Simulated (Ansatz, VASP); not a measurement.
**WC: VASP beside Ansatz**

```xyz
2
Lattice="2.9585 0.0000 0.0000 -1.4793 2.4617 0.0000 0.0000 0.0000 2.8290" Properties=species:S:1:pos:R:3 pbc="T T T"
W     0.0000    0.0000    0.0000
C     1.4793    0.8206    1.4145
```

Change from the starting cell: strain +0.0200 x Voigt [1, -1, 0, 0, 0, 0], atoms carried along.

Alike in both runs: task single point; functional PBE; k mesh 18 × 18 × 16; occupations gaussian, width 0.15 eV; no spin polarisation.

|  | VASP | Ansatz |
| --- | --- | --- |
| version | VASP 6.6.1 | Ansatz 0.2.0 |
| potentials or method | VASP PAW PBE potentials, release 64 (W_sv, C), cutoff 520 eV | scalar-relativistic, plane waves, PAW |
| valence electrons in the cell | 18 | 18 |

```csv
,VASP,Ansatz,Ansatz less VASP
gap on the k mesh at the Fermi level (eV),none,none,-
pressure (GPa),10.1,8.9,-1.18
"traceless stress, the component that is largest in VASP (GPa)",-10.15,-10.00,+0.145
rms of the force components (eV/Å),0.146,0.144,-0.0029
```

Atom by atom the forces differ by 0.003 eV/Å (rms over components). A gap of «none» marks a metal or a gap that the smearing closes. The functional is the same, so the differences come from potentials, cutoffs and numerics.

Spin-orbit coupling is off throughout.
